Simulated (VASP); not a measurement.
# Si (I4_1/amd) in VASP: further runs, part 2 of 2

VASP 6.6.1. The steps go on from the part before.

### Step 4. Electric field gradients, LDA (equal xx and yy strain of +2 %)

Input file INCAR:

```
SYSTEM = Si
PREC = Accurate
ENCUT = 520
EDIFF = 1E-8
ISMEAR = -1
SIGMA = 0.08
LREAL = .False.
LASPH = .True.
NELM = 100
ALGO = Normal
ISIF = 2
LWAVE = .False.
LCHARG = .False.
LEFG = .True.
NBANDS = 11
```

Input file KPOINTS:

```
regular mesh
0
Gamma
  11 11 11
  0 0 0
```

Input file POSCAR:

```
Si
1.0
    0.0000000000      2.7697794000      2.7154700000
    2.7697794000      0.0000000000      2.7154700000
    2.7697794000      2.7697794000      0.0000000000
Si
2
Direct
    0.5000000000      0.5000000000      0.5000000000
    0.7500000000      0.7500000000      0.7500000000
```

Potentials or basis: VASP PAW LDA potentials, release 64 (Si).

The run is started by

```bash
> cat potpaw_LDA.64/Si/POTCAR > POTCAR
> mpirun -np 1 vasp_std > vasp.out
```

OUTCAR:

```text
SYSTEM = Si
   PREC = Accurate
   ENCUT = 520
   EDIFF = 1E-8
   ISMEAR = -1
   LREAL = .False.
   LASPH = .True.
   NELM = 100
   ISIF = 2

 ion  position               nearest neighbor table
   1  0.500  0.500  0.500-   2 2.38   2 2.38   2 2.38   2 2.38
   2  0.750  0.750  0.750-   1 2.38   1 2.38   1 2.38   1 2.38

  LATTYP: Found a body centered tetragonal cell.
 ALAT       =     3.9170595923
 C/A-ratio  =     1.3864838847

  Lattice vectors:

 A1 = (   0.0000000000,  -2.7697794000,  -2.7154700000)
 A2 = (   0.0000000000,   2.7697794000,  -2.7154700000)
 A3 = (   2.7697794000,   0.0000000000,   2.7154700000)

Analysis of symmetry for initial positions (statically):
=====================================================================
 Subroutine PRICEL returns:
 Original cell was already a primitive cell.

 Routine SETGRP: Setting up the symmetry group for a
 body centered tetragonal supercell.

 Subroutine GETGRP returns: Found 16 space group operations
 (whereof  8 operations were pure point group operations)
 out of a pool of 16 trial point group operations.

The static configuration has the point symmetry D_2d.
 The point group associated with its full space group is D_4h.

Analysis of symmetry for dynamics (positions and initial velocities):
=====================================================================
 Subroutine PRICEL returns:
 Original cell was already a primitive cell.

 Routine SETGRP: Setting up the symmetry group for a
 body centered tetragonal supercell.

 Subroutine GETGRP returns: Found 16 space group operations
 (whereof  8 operations were pure point group operations)
 out of a pool of 16 trial point group operations.

[... 167 lines left out ...]
     10      12.9038      0.00000
     11      13.2462      0.00000
[... 309 lines left out ...]
 k-point    24 :      -0.1818    0.1818    0.0000
  band No.  band energies     occupation
      1      -5.2446      2.00000
      2       1.3534      2.00000
      3       2.8429      2.00000
      4       4.6192      1.99999
      5       8.0763      0.00000
      6       9.0357      0.00000
      7       9.3626      0.00000
      8      10.8182      0.00000
      9      11.3894      0.00000
     10      14.8413      0.00000
     11      15.6381      0.00000

 [... further k-points ...]
[... 5 lines left out ...]
  --------------------------------------------------------------------------------------
  -------------------------------------------------------------------------------------
  Total       -1.3932094     -1.3932094     -0.9205221      0.0000000      0.0000000      0.0000000
  in kB      -53.5749318    -53.5749318    -35.3980566      0.0000000      0.0000000      0.0000000
  external PRESSURE =     -47.5159734 kB  Pullay stress =       0.0000000 kB

 VOLUME and BASIS-vectors are now :
 -----------------------------------------------------------------------------
  energy-cutoff  :      520.00
  volume of cell :       41.66
      direct lattice vectors                 reciprocal lattice vectors
     0.000000000  2.769779400  2.715470000    -0.180519792  0.180519792  0.184130187
     2.769779400  0.000000000  2.715470000     0.180519792 -0.180519792  0.184130187
     2.769779400  2.769779400  0.000000000     0.180519792  0.180519792 -0.184130187

 POSITION                                       TOTAL-FORCE (eV/Angst)
 -----------------------------------------------------------------------------------
      2.76978      2.76978      2.71547         0.000000      0.000000      0.000000
      4.15467      4.15467      4.07320        -0.000000     -0.000000     -0.000000
 -----------------------------------------------------------------------------------
    total drift:                                0.000000     -0.000000     -0.000000

  FREE ENERGIE OF THE ION-ELECTRON SYSTEM (eV)
  ---------------------------------------------------
  free  energy   TOTEN  =       -11.8819147767 eV

  energy  without entropy=      -11.8814458437  energy(sigma->0) =      -11.88168031

 Electric field gradients (V/A^2)
---------------------------------------------------------------------
 ion       V_xx      V_yy      V_zz      V_xy      V_xz      V_yz
---------------------------------------------------------------------
   1      -0.119    -0.119     0.238     0.000     0.000     0.000
   2      -0.119    -0.119     0.238     0.000     0.000     0.000
---------------------------------------------------------------------

 Electric field gradients after diagonalization (V/A^2)
 (convention: |V_zz| > |V_xx| > |V_yy|)
----------------------------------------------------------------------
 ion       V_xx      V_yy      V_zz     asymmetry (V_yy - V_xx)/ V_zz
----------------------------------------------------------------------
   1      -0.119    -0.119     0.238       0.000
   2      -0.119    -0.119     0.238       0.000
----------------------------------------------------------------------

           NMR quadrupolar parameters

 Cq : quadrupolar parameter    Cq=e*Q*V_zz/h
 eta: asymmetry parameters     (V_yy - V_xx)/ V_zz
 Q  : nuclear electric quadrupole moment in mb (millibarn)
----------------------------------------------------------------------
 ion       Cq(MHz)       eta       Q (mb)
----------------------------------------------------------------------
   1       0.001       0.000       1.000
   2       0.001       0.000       1.000
----------------------------------------------------------------------
```

OSZICAR:

```text
N       E                     dE             d eps       ncg     rms          rms(c)
DAV:   1     0.745373438309E+01    0.74537E+01   -0.32775E+03  2772   0.586E+02
DAV:   2    -0.115176503804E+02   -0.18971E+02   -0.18190E+02  3659   0.854E+01
DAV:   3    -0.121124174107E+02   -0.59477E+00   -0.59338E+00  3590   0.137E+01
DAV:   4    -0.121171629352E+02   -0.47455E-02   -0.47450E-02  3344   0.154E+00
DAV:   5    -0.121172176757E+02   -0.54740E-04   -0.54740E-04  3529   0.155E-01    0.475E+00
DAV:   6    -0.119570748800E+02    0.16014E+00   -0.87089E-02  3165   0.116E+00    0.283E+00
DAV:   7    -0.118817014773E+02    0.75373E-01   -0.16113E-01  3196   0.164E+00    0.186E-01
DAV:   8    -0.118819328576E+02   -0.23138E-03   -0.70388E-03  3210   0.453E-01    0.764E-02
DAV:   9    -0.118819089182E+02    0.23939E-04   -0.19561E-04  3487   0.753E-02    0.602E-02
DAV:  10    -0.118819149149E+02   -0.59966E-05   -0.14812E-05  3242   0.226E-02    0.234E-02
DAV:  11    -0.118819147737E+02    0.14113E-06   -0.83990E-07  3304   0.476E-03    0.201E-03
DAV:  12    -0.118819147767E+02   -0.29829E-08   -0.20699E-08  3255   0.843E-04
   1 F= -.11881915E+02 E0= -.11881680E+02  d E =-.468933E-03
```

Wall time 47 s (1 thread of Intel Xeon 6975P-C, shared host); peak memory 0.17 GiB.

Results:

| Property | Result |
| --- | --- |
| Free energy | -11.8819 eV |
| Pressure | -4.8 GPa |
| Band gap on the k mesh | 0.36 eV, indirect (least direct gap 2.35 eV) |

Caveat: the cell differs from its parent crystal (equal xx and yy strain of +2 %); without QUAD_EFG the Cq values of the log hold for a quadrupole moment of 1 mb, not for the nuclei.
